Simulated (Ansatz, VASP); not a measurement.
## One calculation of TiAl3, two programs

```
Ti Al
1.0
     3.95567    0.00000    0.00000
     0.00000    3.95567    0.00000
     0.00000    0.00000    3.95567
Ti Al
1 3
Direct
  0.00000 0.00000 0.00000
  0.50000 0.50000 0.00000
  0.50000 0.00000 0.50000
  0.00000 0.50000 0.50000
```

Alike in both runs: task single point; functional LDA; k mesh 6 × 6 × 6; occupations gaussian, width 0.05 eV; no spin polarisation.

```csv
,VASP,Ansatz
version,VASP 6.6.1,Ansatz 0.2.0
potentials or method,"VASP PAW LDA potentials, release 64 (Ti_sv, Al), cutoff 500 eV",all-electron (LAPW or listed datasets)
```

VASP gave:

* gap on the k mesh at the Fermi level (eV): none
* pressure (GPa): -3.5

Estimate Ansatz's values.

gap on the k mesh at the Fermi level (eV): none; pressure (GPa): -3.7.

LDA's correlation is that of Perdew and Zunger in VASP and of Perdew and Wang (1992) in Ansatz. A gap of «none» marks a metal or a gap that the smearing closes. Ansatz ran all-electron here, and VASP with PAW potentials.
